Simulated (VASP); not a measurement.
# MnSb (Pm-3m) in VASP: further runs, part 2 of 2

VASP 6.6.1. The steps go on from the part before.

### Step 3. Relaxation of cell and atoms, PBE, collinear spin

This run uses another cell than the first one: it holds 2 atoms, not 4.

Input file INCAR:

```
SYSTEM = MnSb
ALGO = Normal
EDIFF = 1E-7
EDIFFG = -0.01
ENCUT = 600
GGA = PE
IBRION = 2
ISIF = 3
ISMEAR = 0
ISPIN = 2
LASPH = .True.
LCHARG = .False.
LMAXMIX = 4
LORBIT = 11
LREAL = .False.
LWAVE = .False.
MAGMOM = 3.44 -0.11
NELM = 150
NSW = 100
PREC = Accurate
SIGMA = 0.1
```

Input file KPOINTS:

```
k-points
0
Gamma
  12 12 12
  0 0 0
```

Input file POSCAR:

```
MnSb
1.0
    3.3080306403      0.0000000000      0.0000000000
    0.0000000000      3.3080306403      0.0000000000
    0.0000000000      0.0000000000      3.3080306403
Mn Sb
1 1
Direct
    0.0000000000      0.0000000000      0.0000000000
    0.5000000000      0.5000000000      0.5000000000
```

Potentials or basis: VASP PAW PBE potentials, release 64 (Mn_pv, Sb).

Command:

```console
cat potpaw_PBE.64/Mn_pv/POTCAR potpaw_PBE.64/Sb/POTCAR > POTCAR
mpirun -np 1 vasp_std > vasp.out
```

OUTCAR:

```text
SYSTEM = MnSb
   EDIFF = 1E-7
   EDIFFG = -0.01
   ENCUT = 600
   GGA = PE
   IBRION = 2
   ISIF = 3
   ISMEAR = 0
   ISPIN = 2
   LASPH = .True.
   LORBIT = 11
   LREAL = .False.
   NELM = 150
   NSW = 100
   PREC = Accurate

 ion  position               nearest neighbor table
   1  0.000  0.000  0.000-   2 2.86   2 2.86   2 2.86   2 2.86   2 2.86   2 2.86   2 2.86   2 2.86

   2  0.500  0.500  0.500-   1 2.86   1 2.86   1 2.86   1 2.86   1 2.86   1 2.86   1 2.86   1 2.86

  LATTYP: Found a simple cubic cell.
 ALAT       =     3.3080306403

  Lattice vectors:

 A1 = (   3.3080306403,   0.0000000000,   0.0000000000)
 A2 = (   0.0000000000,   3.3080306403,   0.0000000000)
 A3 = (   0.0000000000,   0.0000000000,   3.3080306403)

Analysis of symmetry for initial positions (statically):
=====================================================================
 Subroutine PRICEL returns:
 Original cell was already a primitive cell.

 Routine SETGRP: Setting up the symmetry group for a
 simple cubic supercell.

 Subroutine GETGRP returns: Found 48 space group operations
 (whereof 48 operations were pure point group operations)
 out of a pool of 48 trial point group operations.

The static configuration has the point symmetry O_h .

Analysis of symmetry for dynamics (positions and initial velocities):
=====================================================================
 Subroutine PRICEL returns:
 Original cell was already a primitive cell.

 Routine SETGRP: Setting up the symmetry group for a
 simple cubic supercell.

 Subroutine GETGRP returns: Found 48 space group operations
 (whereof 48 operations were pure point group operations)
 out of a pool of 48 trial point group operations.

The dynamic configuration has the point symmetry O_h .

Analysis of structural, dynamic, and magnetic symmetry:
=====================================================================
 Subroutine PRICEL returns:
 Original cell was already a primitive cell.

 Routine SETGRP: Setting up the symmetry group for a
 simple cubic supercell.

 Subroutine GETGRP returns: Found 48 space group operations
 (whereof 48 operations were pure point group operations)
 out of a pool of 48 trial point group operations.

The overall configuration has the point symmetry O_h .

 Subroutine INISYM returns: Found 48 space group operations
 (whereof 48 operations are pure point group operations),
 and found     1 'primitive' translations

----------------------------------------------------------------------------------------

                                     Primitive cell

  volume of cell :      36.2000

  direct lattice vectors                    reciprocal lattice vectors
     3.308030640  0.000000000  0.000000000     0.302294661  0.000000000  0.000000000
     0.000000000  3.308030640  0.000000000     0.000000000  0.302294661  0.000000000
     0.000000000  0.000000000  3.308030640     0.000000000  0.000000000  0.302294661

  length of vectors
     3.308030640  3.308030640  3.308030640     0.302294661  0.302294661  0.302294661

  position of ions in fractional coordinates (direct lattice)
     0.000000000  0.000000000  0.000000000
     0.500000000  0.500000000  0.500000000

  ion indices of the primitive-cell ions
   primitive index   ion index
                 1           1
                 2           2

----------------------------------------------------------------------------------------

 KPOINTS: k-points

Automatic generation of k-mesh.
[... 73 lines left out ...]
   ISYM   =      2    0-nonsym 1-usesym 2-fastsym
   POTIM  = 0.5000    time-step for ionic-motion
   TEBEG  =    0.0;   TEEND  =   0.0 temperature during run
   PSTRESS=    0.0 pullay stress
   NELECT =      18.0000    total number of electrons
   NUPDOWN=      -1.0000    fix difference up-down
   EMIN   =  10.00;   EMAX   =-10.00  energy-range for DOS
   EFERMI =   0.00;   METHOD = LEGACY
   ISMEAR =     0;   SIGMA  =   0.10  broadening in eV -4-tet -1-fermi 0-gaus
   EFERMI_NEDOS =   21; number of points for ismear=-14 and -15
   IALGO  =     38    algorithm
   IMIX   =      4    mixing-type and parameters
     AMIX     =   0.40;   BMIX     =  1.00
     AMIX_MAG =   1.60;   BMIX_MAG =  1.00
  volume/ion in A,a.u.               =      18.10       122.14
  Fermi-wavevector in a.u.,A,eV,Ry     =   1.296969  2.450915 22.886736  1.682128
  Thomas-Fermi vector in A             =   2.428391
   LORBIT       =     11    0 simple, 1 ext, 2 COOP (PROOUT), +10 PAW based schemes
   GGA     = PE    functional components
   LHFCALC =     F    Hartree Fock is set to
   AEXX    =    0.0000 exact exchange contribution
   IVDW    =     0    specifies the selected vdW correction
   LEPSILON=     F    determine dielectric tensor
   LRPA    =     F    only Hartree local field effects (RPA)
 conjugate gradient relaxation of ions
 spin polarized calculation
 Gauss-broadening in eV      SIGMA  =   0.10
  energy-cutoff  :      600.00
  volume of cell :       36.20
 maximum number of plane-waves:      1228
 NGX is ok and might be reduce to    28

--------------------------------------- Ionic step        1  -------------------------------------------

 number of electron      18.0000016 magnetization       2.9925640

 Free energy of the ion-electron system (eV)
  ---------------------------------------------------
  ext. energy  EPLUGINS =         0.00000000
  ---------------------------------------------------
  free energy    TOTEN  =       -12.51321073 eV

  energy without entropy =      -12.50435062  energy(sigma->0) =      -12.50878068

------------------------ aborting loop because EDIFF is reached ----------------------------------------

  FORCE on cell =-STRESS in cart. coord.  units (eV):
  Direction    XX          YY          ZZ          XY          YZ          ZX
  --------------------------------------------------------------------------------------
  -------------------------------------------------------------------------------------
  Total        0.7620372      0.7620372      0.7620372     -0.0000000     -0.0000000     -0.0000000
  in kB       33.7270375     33.7270375     33.7270375     -0.0000000     -0.0000000     -0.0000000
  external PRESSURE =      33.7270375 kB  Pullay stress =       0.0000000 kB
[... 59 lines left out ...]
--------------------------------------- Ionic step        3  -------------------------------------------

 number of electron      17.9999990 magnetization       3.1260061

 Free energy of the ion-electron system (eV)
  ---------------------------------------------------
  ext. energy  EPLUGINS =         0.00000000
  ---------------------------------------------------
  free energy    TOTEN  =       -12.53076626 eV

  energy without entropy =      -12.51925179  energy(sigma->0) =      -12.52500903

 E-fermi :   9.3492     XC(G=0): -11.3377

 val. band max:        9.3312754722   @ k =   0.4167   0.2500   0.1667
 cond. band min:       9.3574252943   @ k =   0.3333   0.3333   0.1667
 fundamental gap:      0.0261498221
 Fermi energy:         9.3491748359

 spin component 1

 k-point     1 :       0.0000    0.0000    0.0000
  band No.  band energies     occupation
      1     -40.1131      1.00000
      2     -40.1131      1.00000
      3     -40.1131      1.00000
      4      -3.1741      1.00000
      5       6.4012      1.00000
      6       6.4012      1.00000
      7       7.5522      1.00000
      8       7.5522      1.00000
      9       7.5522      1.00000
     10      10.0682      0.00000
     11      10.0682      0.00000
     12      10.0682      0.00000
     13      13.4432      0.00000
     14      15.8497      0.00000
[... 403 lines left out ...]
      4      -0.2620      1.00000
      5       4.0415      1.00000
      6       5.3350      1.00000
      7       6.7700      1.00000
      8       7.0644      1.00000
      9       7.2707      1.00000
     10       8.0457      1.00000
     11       8.7366      1.00000
     12      11.2614      0.00000
     13      13.3903      0.00000
     14      17.0467      0.00000
     15      18.6709      0.00000

 [... further k-points ...]

 spin component 2

 k-point     1 :       0.0000    0.0000    0.0000
  band No.  band energies     occupation
      1     -36.7122      1.00000
      2     -36.7122      1.00000
      3     -36.7122      1.00000
      4      -3.2215      1.00000
      5       8.6295      1.00000
      6       8.6295      1.00000
      7      10.0600      0.00000
      8      10.0600      0.00000
      9      10.0600      0.00000
     10      10.5795      0.00000
     11      10.5795      0.00000
     12      10.5795      0.00000
     13      14.2054      0.00000
     14      16.5280      0.00000
[... 444 lines left out ...]
  FREE ENERGIE OF THE ION-ELECTRON SYSTEM (eV)
  ---------------------------------------------------
  free  energy   TOTEN  =       -12.5307662599 eV

  energy  without entropy=      -12.5192517931  energy(sigma->0) =      -12.52500903

 reached required accuracy - stopping structural energy minimisation

 total charge

# of ion       s       p       d       tot
------------------------------------------
    1        0.246   6.164   5.105  11.515
    2        1.194   1.184   0.059   2.437
--------------------------------------------------
tot          1.440   7.348   5.164  13.952

 magnetization (x)

# of ion       s       p       d       tot
------------------------------------------
    1        0.021   0.016   3.193   3.230
    2        0.024  -0.138   0.000  -0.113
--------------------------------------------------
tot          0.045  -0.121   3.193   3.117
```

OSZICAR:

```text
N       E                     dE             d eps       ncg     rms          rms(c)
DAV:   1     0.131040550525E+03    0.13104E+03   -0.10476E+04  5120   0.133E+03
DAV:   2    -0.930829822019E+01   -0.14035E+03   -0.13558E+03  5432   0.333E+02
[... 37 lines left out ...]
DAV:   4    -0.125308266423E+02    0.15567E-03   -0.92220E-04  5194   0.189E-01    0.104E-01
DAV:   5    -0.125307677944E+02    0.58848E-04   -0.22163E-04  5726   0.151E-01    0.292E-02
DAV:   6    -0.125307670432E+02    0.75115E-06   -0.79105E-06  5173   0.260E-02    0.176E-02
DAV:   7    -0.125307664204E+02    0.62280E-06   -0.28609E-06  5383   0.155E-02    0.376E-03
DAV:   8    -0.125307663050E+02    0.11547E-06   -0.12967E-07  4461   0.438E-03    0.153E-03
DAV:   9    -0.125307662599E+02    0.45083E-07   -0.12964E-08  2576   0.122E-03
   3 F= -.12530766E+02 E0= -.12525009E+02  d E =-.175555E-01  mag=     3.1260
```

Wall time 7.2 min (1 thread of Intel Xeon 8259CL, shared host); peak memory 0.25 GiB.

What came out:

| Property | Result |
| --- | --- |
| Free energy | -12.5308 eV |
| Relaxed volume | 19.02 Å³/atom |
| Relaxed cell | a = 3.363 Å, b = 3.363 Å, c = 3.363 Å, α = 90.00°, β = 90.00°, γ = 90.00° |
| Space group after relaxing (to 0.1 Å) | Pm-3m (No. 221) |
| Energy gained by relaxing | 8.8 meV/atom |
| Ionic steps | 3 |
| Pressure after relaxing | 0.0 GPa |
| Net moment | 3.13 μB per cell |
| Site moments | Mn +3.23; Sb -0.11 μB |
| Valence electrons inside the program's atomic spheres | Mn 11.52; Sb 2.44 |

The path:
| step | energy change (eV) | largest force (eV/Å) | pressure (GPa) | volume (Å³) |
| --- | --- | --- | --- | --- |
| 1 | 0.0000 | 0.0000 | 3.37 | 36.20 |
| 2 | -0.0174 | 0.0000 | -0.23 | 38.23 |
| 3 | -0.0176 | 0.0000 | -0.04 | 38.05 |

Final structure:
```
CELL_PARAMETERS angstrom
3.36341 0.00000 0.00000
0.00000 3.36341 0.00000
0.00000 0.00000 3.36341
ATOMIC_POSITIONS crystal
Mn 0.00000 0.00000 0.00000
Sb 0.50000 0.50000 0.50000
```

Caveat: spin-orbit coupling is left out, which moves the levels of the heavy elements; a cell with one magnetic atom can't hold antiferromagnetic order, which such compounds often take.
